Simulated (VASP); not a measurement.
Crystal: Ho2O.

```
Ho O
1.0
     3.54036    0.00000    0.00000
    -1.77018    3.06604    0.00000
     0.00000    0.00000    5.94753
Ho O
2 1
Cartesian
  0.0000 2.0440 4.4222
  0.0000 2.0440 1.5253
  0.0000 0.0000 0.0000
```

The cell was built from a structure type or drawn by symmetry, and may not be a known phase.

| Property | Result |
| --- | --- |
| Program | VASP 6.6.1 |
| Task | relaxation of cell and atoms |
| Functional | PBE |
| Potentials or basis | VASP PAW PBE potentials, release 64 (Ho_3, O), 4f in core |
| Cutoff | 600 eV |
| k mesh | 6 × 6 × 4 |
| Occupations | gaussian, width 0.2 eV |
| Spin | no spin polarisation |

At the start: pressure -5.7 GPa; volume 21.52 Å³/atom.

Question: How do energy, volume and symmetry change on relaxing?

Answer: Over 6 steps the energy falls by 116.5 meV/atom and the volume is 19.94 Å³/atom (-7.3 %); space group P-6m2 (No. 187, to 0.1 Å) before and after.

Step by step:
| step | energy change (eV) | largest force (eV/Å) | pressure (GPa) | volume (Å³) |
| --- | --- | --- | --- | --- |
| 1 | 0.0000 | 1.1412 | -5.65 | 64.56 |
| 2 | -0.2985 | 0.5170 | 3.41 | 57.60 |
| 3 | -0.3027 | 0.3597 | 2.19 | 58.26 |
| 4 | -0.3482 | 0.0273 | 0.55 | 59.29 |
| 5 | -0.3488 | 0.0143 | 0.68 | 59.17 |
| 6 | -0.3495 | 0.0446 | -0.27 | 59.83 |

Final structure:
```
Ho O
1.0
     3.32424    0.00000    0.00000
    -1.66212    2.87888    0.00000
     0.00000    0.00000    6.25227
Ho O
2 1
Direct
  0.33333 0.66667 0.75075
  0.33333 0.66667 0.24925
  0.00000 0.00000 0.00000
```

Caveat: the run has no spin polarisation, though such a crystal can be magnetic; the relaxation stopped at a loose force limit of 0.08 eV/Å, so its end isn't a converged minimum.
